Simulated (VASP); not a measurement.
**Fe: single point with LDA**

The system is Fe.

```
Fe
1.0
    -1.37460    1.37460    1.37460
     1.37460   -1.37460    1.37460
     1.37460    1.37460   -1.37460
Fe
1
Direct
  0.00000 0.00000 0.00000
```

```yaml
Program: VASP 6.6.1
Task: single point
Functional: LDA
Potentials_or_basis: VASP PAW LDA potentials, release 64 (Fe)
Cutoff: 520 eV
k_mesh: 16 × 16 × 16
Occupations: gaussian, width 0.3 eV
Spin: collinear spin, ferromagnetic start
Starting_moments: "[1.988] μB"
```

The pressure is -0.7 GPa, the net moment is 1.93 μB per cell and the site moments are Fe +1.90 μB. The valence electrons inside the program's atomic spheres are Fe 7.48.

Levels at points of the mesh, in eV from the Fermi level:
Spin up:
```
           k point  band 2  band 3  band 4  band 5  band 6  band 7  band 8  band 9
(0.00, 0.00, 0.00)   -2.49   -2.49   -2.49   -0.94   -0.94   25.69   25.69   25.69
(0.50, 0.00, 0.00)   -3.76   -0.90   -0.71    0.36    0.64    8.17   18.95   21.45
(0.50, 0.50, 0.50)   -5.38    0.32    0.32    0.32   10.40   10.40   10.40   16.60
```
Spin down:
| k point | band 1 | band 2 | band 3 | band 4 | band 5 | band 6 |
| --- | --- | --- | --- | --- | --- | --- |
| (0.00, 0.00, 0.00) | -8.74 | -0.93 | -0.93 | -0.93 | 1.13 | 1.13 |
| (0.50, 0.00, 0.00) | -4.37 | -2.35 | 0.73 | 1.05 | 1.42 | 2.45 |
| (0.50, 0.50, 0.50) | -3.96 | -3.96 | 2.11 | 2.11 | 2.11 | 10.85 |

Wall time 38 s on 1 thread of Intel(R) Xeon(R) Platinum 8259CL CPU @ 2.50GHz (Skylake/Cascade Lake) (shared host), peak memory 0.14 GiB.
